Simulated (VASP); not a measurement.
# AgCl (P1) in VASP: further runs, part 2 of 2

VASP 6.6.1. The steps go on from the part before.

**4. Single point, PBE (dynamics (nvt langevin) at 450 K, volume x 1.01, from the last frame before)**

INCAR reads:

```
ALGO     = Normal         # electronic algorithm
EDIFF    = 1E-6           # SCF threshold, eV
ENCUT    = 520            # plane-wave cutoff, eV
GGA      = PE             # functional
ISIF     = 2              # what is computed and relaxed
ISMEAR   = -1             # smearing method
LASPH    = T              # aspherical terms in the spheres
LCHARG   = T              # write CHGCAR
LELF     = T              # ELF
LREAL    = Auto         
LVHAR    = T            
LWAVE    = F              # write WAVECAR
NBANDS   = 86             # bands
NELM     = 100            # most SCF steps
PREC     = Accurate       # precision mode
SIGMA    = 0.0388         # smearing width, eV
```

KPOINTS reads:

```
Automatic mesh
0
Gamma
  2 2 2
  0.5 0.5 0.5
```

POSCAR reads:

```
AgCl
1.0
    1.8771253955      5.5750558207     -3.9370741147
    1.8771253955      5.5750558207      3.9370741147
    7.5085015821      0.0000000000      0.0000000000
Ag Cl
8 8
Direct
    0.7297127474      0.5005547550      0.2017680374
    0.2262090397      0.9942212518      0.2013213009
    0.7239055974      0.5192340630      0.7196417173
    0.2456131816      0.9709482697      0.6893000618
    0.7549229682      0.0128002865      0.2892621328
    0.2505580490      0.5110718138      0.3041748367
    0.7831082550      0.0096280229      0.8017452664
    0.2952424161      0.5202437684      0.7761819199
    0.4672554908      0.7336840541      0.4356738620
    0.0027059122      0.2688314586      0.4255280858
    0.5038315622      0.7758485395      0.9503103788
    0.0338240384      0.2930205814      0.9049938379
    1.0282042893      0.7678261582      0.0260083365
    0.4863558161      0.2349460201      0.0969611576
    0.9656949336      0.7441293815      0.5291425077
    0.5048103545      0.2194354880      0.5903900649
```

Potentials or basis: VASP PAW PBE potentials, release 64 (Ag, Cl).

Launch:

```
> cat potpaw_PBE.64/Ag/POTCAR potpaw_PBE.64/Cl/POTCAR > POTCAR
> mpirun -np 1 vasp_std > vasp.out
```

OUTCAR:

```text
EDIFF = 1E-6
   ENCUT = 520
   GGA = PE
   ISIF = 2
   ISMEAR = -1
   LASPH = T
   LREAL = Auto
   NELM = 100
   PREC = Accurate

 ion  position               nearest neighbor table
   1  0.730  0.501  0.202-   9 2.59  10 2.66  11 2.68  12 2.92   6 3.25   5 3.28   3 3.60
   2  0.226  0.994  0.201-   9 2.62  11 2.66  10 2.66  14 2.80  12 2.86   5 3.18   6 3.25
   3  0.724  0.519  0.720-  11 2.61  12 2.66  15 2.66   9 2.90   8 2.95  10 3.00   7 3.37   1 3.60

   4  0.246  0.971  0.689-   9 2.65  11 2.76  16 2.84  12 2.85  10 2.86  13 2.92   8 2.98   7 3.08

   5  0.755  0.013  0.289-  14 2.48  15 2.56  13 2.81  16 2.84   2 3.18   1 3.28
   6  0.251  0.511  0.304-  14 2.60  15 2.60  10 2.73  13 2.77  16 3.00   9 3.05   2 3.25   1 3.25

   7  0.783  0.010  0.802-  13 2.56  16 2.60  15 2.86  11 2.87  14 2.95   4 3.08   3 3.37
   8  0.295  0.520  0.776-  16 2.60  12 2.73  13 2.74   9 2.83   3 2.95  14 2.96   4 2.98  15 3.05

   9  0.467  0.734  0.436-   1 2.59   2 2.62   4 2.65   8 2.83   3 2.90   6 3.05
  10  0.003  0.269  0.426-   1 2.66   2 2.66   6 2.73   4 2.86   3 3.00
  11  0.504  0.776  0.950-   3 2.61   2 2.66   1 2.68   4 2.76   7 2.87
  12  0.034  0.293  0.905-   3 2.66   8 2.73   4 2.85   2 2.86   1 2.92
  13  0.028  0.768  0.026-   7 2.56   8 2.74   6 2.77   5 2.81   4 2.92
  14  0.486  0.235  0.097-   5 2.48   6 2.60   2 2.80   7 2.95   8 2.96
  15  0.966  0.744  0.529-   5 2.56   6 2.60   3 2.66   7 2.86   8 3.05
  16  0.505  0.219  0.590-   8 2.60   7 2.60   5 2.84   4 2.84   6 3.00

  LATTYP: Found a base centered monoclinic cell.
 ALAT       =    11.7651769480
 B/A-ratio  =     0.6692758013
 C/A-ratio  =     0.6381970807
 COS(beta)  =    -0.3190985403

  Lattice vectors:

 A1 = (  -1.8771253955,  -5.5750558207,   3.9370741147)
 A2 = (  -1.8771253955,  -5.5750558207,  -3.9370741147)
 A3 = (   7.5085015821,   0.0000000000,   0.0000000000)

Analysis of symmetry for initial positions (statically):
=====================================================================
 Subroutine PRICEL returns:
 Original cell was already a primitive cell.

 Routine SETGRP: Setting up the symmetry group for a
 base centered monoclinic supercell.

 Subroutine GETGRP returns: Found  1 space group operations
 (whereof  1 operations were pure point group operations)
 out of a pool of  4 trial point group operations.

The static configuration has the point symmetry C_1 .

Analysis of symmetry for dynamics (positions and initial velocities):
=====================================================================
 Subroutine PRICEL returns:
 Original cell was already a primitive cell.

 Routine SETGRP: Setting up the symmetry group for a
 base centered monoclinic supercell.

 Subroutine GETGRP returns: Found  1 space group operations
 (whereof  1 operations were pure point group operations)
 out of a pool of  4 trial point group operations.

The dynamic configuration has the point symmetry C_1 .

 Subroutine INISYM returns: Found  1 space group operations
 (whereof  1 operations are pure point group operations),
 and found     1 'primitive' translations

[... 74 lines left out ...]

 Found      4 irreducible k-points:

 Following reciprocal coordinates:
            Coordinates               Weight
  0.250000  0.250000  0.250000      2.000000
 -0.250000  0.250000  0.250000      2.000000
 -0.250000  0.250000 -0.250000      2.000000
 -0.250000 -0.250000  0.250000      2.000000
   k-points           NKPTS =      4   k-points in BZ     NKDIM =      4   number of bands    NBANDS=     86
   number of dos      NEDOS =    301   number of ions     NIONS =     16
   total plane-waves  NPLWV = 163296
   dimension x,y,z NGX =    54 NGY =   54 NGZ =   56
   dimension x,y,z NGXF=   108 NGYF=  108 NGZF=  112
   ions per type =               8   8
   NGX,Y,Z   is equivalent  to a cutoff of  12.68, 12.68, 12.40 a.u.
   NGXF,Y,Z  is equivalent  to a cutoff of  25.36, 25.36, 24.80 a.u.
 SYSTEM =  unknown system
   PREC   = accura    normal or accurate (medium, high low for compatibility)
   ISTART =      0    job   : 0-new  1-cont  2-samecut
   ICHARG =      2    charge: 1-file 2-atom 10-const
   ISPIN  =      1    spin polarized calculation?
   LNONCOLLINEAR =      F non collinear calculations
   LSORBIT =      F    spin-orbit coupling
   LASPH  =      T    aspherical Exc in radial PAW
   ENCUT  =  520.0 eV  38.22 Ry    6.18 a.u.  13.16 13.16 13.96*2*pi/ulx,y,z
   NELM   =    100;   NELMIN=  2; NELMDL= -5     # of ELM steps
   EDIFF  = 0.1E-05   stopping-criterion for ELM
   LREAL  =      T    real-space projection
   EDIFFG = 0.1E-04   stopping-criterion for IOM
   NSW    =      0    number of steps for IOM
   IBRION =     -1    ionic relax: 0-MD 1-quasi-New 2-CG
   NFREE  =      0    steps in history (QN), initial steepest desc. (CG)
   ISIF   =      2    stress and relaxation
   ISYM   =      2    0-nonsym 1-usesym 2-fastsym
   POTIM  = 0.5000    time-step for ionic-motion
   TEBEG  =    0.0;   TEEND  =   0.0 temperature during run
   PSTRESS=    0.0 pullay stress
   NELECT =     144.0000    total number of electrons
   NUPDOWN=      -1.0000    fix difference up-down
   EMIN   =  10.00;   EMAX   =-10.00  energy-range for DOS
   EFERMI =   0.00;   METHOD = LEGACY
   ISMEAR =    -1;   SIGMA  =   0.04  broadening in eV -4-tet -1-fermi 0-gaus
   EFERMI_NEDOS =   21; number of points for ismear=-14 and -15
   IALGO  =     38    algorithm
   IMIX   =      4    mixing-type and parameters
     AMIX     =   0.40;   BMIX     =  1.00
     AMIX_MAG =   1.60;   BMIX_MAG =  1.00
  volume/ion in A,a.u.               =      20.60       139.02
  Fermi-wavevector in a.u.,A,eV,Ry     =   1.242206  2.347429 20.994821  1.543076
  Thomas-Fermi vector in A             =   2.376571
   LORBIT       =      0    0 simple, 1 ext, 2 COOP (PROOUT), +10 PAW based schemes
   GGA     = PE    functional components
   LHFCALC =     F    Hartree Fock is set to
   AEXX    =    0.0000 exact exchange contribution
   IVDW    =     0    specifies the selected vdW correction
   LEPSILON=     F    determine dielectric tensor
   LRPA    =     F    only Hartree local field effects (RPA)
 non-spin polarized calculation
  energy-cutoff  :      520.00
  volume of cell :      329.61
 maximum number of plane-waves:      8901
 NGX is ok and might be reduce to    54
   NGX = 27   NGY = 27   NGZ = 27

 number of electron     144.0000000 magnetization

 Free energy of the ion-electron system (eV)
  ---------------------------------------------------
  ext. energy  EPLUGINS =         0.00000000
  ---------------------------------------------------
  free energy    TOTEN  =       -42.26821706 eV

  energy without entropy =      -42.26821706  energy(sigma->0) =      -42.26821706

 E-fermi :   4.8509     XC(G=0): -10.1840

 val. band max:        4.0584666496   @ k =  -0.2500  -0.2500   0.2500
 cond. band min:       5.6359127712   @ k =   0.2500   0.2500   0.2500
 fundamental gap:      1.5774461216
 Fermi energy:         4.8509327636

 k-point     1 :       0.2500    0.2500    0.2500
  band No.  band energies     occupation
      1     -11.0501      2.00000
      2     -10.7904      2.00000
      3     -10.6550      2.00000
      4     -10.5916      2.00000
      5     -10.5304      2.00000
      6     -10.4260      2.00000
[... 337 lines left out ...]
     83      10.6616      0.00000
     84      10.8615      0.00000
 [bands above 84 left out]

------------------------ aborting loop because EDIFF is reached ----------------------------------------

  FORCE on cell =-STRESS in cart. coord.  units (eV):
  Direction    XX          YY          ZZ          XY          YZ          ZX
  --------------------------------------------------------------------------------------
  -------------------------------------------------------------------------------------
  Total        4.6590844      5.4304350      5.4233558     -0.2834062     -0.3833985      0.4844908
  in kB       22.6467077     26.3960607     26.3616507     -1.3775707     -1.8636094      2.3549951
  external PRESSURE =      25.1348063 kB  Pullay stress =       0.0000000 kB

 VOLUME and BASIS-vectors are now :
 -----------------------------------------------------------------------------
  energy-cutoff  :      520.00
  volume of cell :      329.61
      direct lattice vectors                 reciprocal lattice vectors
     1.877125396  5.575055821 -3.937074115     0.000000000  0.089685201 -0.126997863
     1.877125396  5.575055821  3.937074115     0.000000000  0.089685201  0.126997863
     7.508501582  0.000000000  0.000000000     0.133182365 -0.044842600  0.000000000

 POSITION                                       TOTAL-FORCE (eV/Angst)
 -----------------------------------------------------------------------------------
      3.82434      6.85881     -0.90221        -0.207577     -0.010278     -0.367350
      3.80252      6.80397      3.02372        -0.214317     -0.098187      0.356371
      7.73696      6.93057     -0.80581        -0.156215     -0.178976     -0.235255
      7.45925      6.78240      2.85570         0.117723      0.102863      0.305972
      3.61304      4.28010     -2.92179         0.188701      0.124081     -0.107094
      3.71357      4.24613      1.02566         0.051768      0.099453     -0.130777
[... 8 lines left out ...]
      7.18262      9.53237     -0.87232         0.029998      0.113141      0.197749
      5.79244      4.03771     -1.12354        -0.106436     -0.030716     -0.153290
 -----------------------------------------------------------------------------------
    total drift:                               -0.003233      0.002355      0.000349

  FREE ENERGIE OF THE ION-ELECTRON SYSTEM (eV)
  ---------------------------------------------------
  free  energy   TOTEN  =       -42.2682170568 eV

  energy  without entropy=      -42.2682170554  energy(sigma->0) =      -42.26821706
```

Run time: 2.1 min. Hardware: 1 thread of Intel Xeon Platinum 8488C (Sapphire Rapids), shared host; peak memory 0.42 GiB.

What came out:

| Item | Value |
| --- | --- |
| Free energy | -42.2682 eV |
| Pressure | 2.5 GPa |
| Largest force | 0.472 eV/Å |
| Band gap on the k mesh | 1.58 eV, indirect (least direct gap 1.65 eV) |

Forces on the atoms (eV/Å):
```
Ag  -0.208 -0.010 -0.367
Ag  -0.214 -0.098  0.356
Ag  -0.156 -0.179 -0.235
Ag   0.118  0.103  0.306
Ag   0.189  0.124 -0.107
Ag   0.052  0.099 -0.131
Ag  -0.097  0.092  0.141
Ag   0.146 -0.086  0.090
Cl   0.378  0.263 -0.102
Cl   0.021 -0.197  0.035
Cl   0.025  0.113 -0.322
Cl   0.184 -0.334  0.105
Cl  -0.189 -0.269  0.109
Cl  -0.171  0.296  0.079
Cl   0.030  0.113  0.198
Cl  -0.106 -0.031 -0.153
```

Levels at points of the mesh, in eV from the valence-band top:
| k point | band 68 | band 69 | band 70 | band 71 | band 72 | band 73 | band 74 | band 75 | band 76 | band 77 |
| --- | --- | --- | --- | --- | --- | --- | --- | --- | --- | --- |
| (0.25, 0.25, 0.25) | -0.47 | -0.37 | -0.30 | -0.12 | -0.07 | 1.58 | 2.93 | 3.24 | 3.33 | 3.79 |

 A k mesh can miss the band edges.
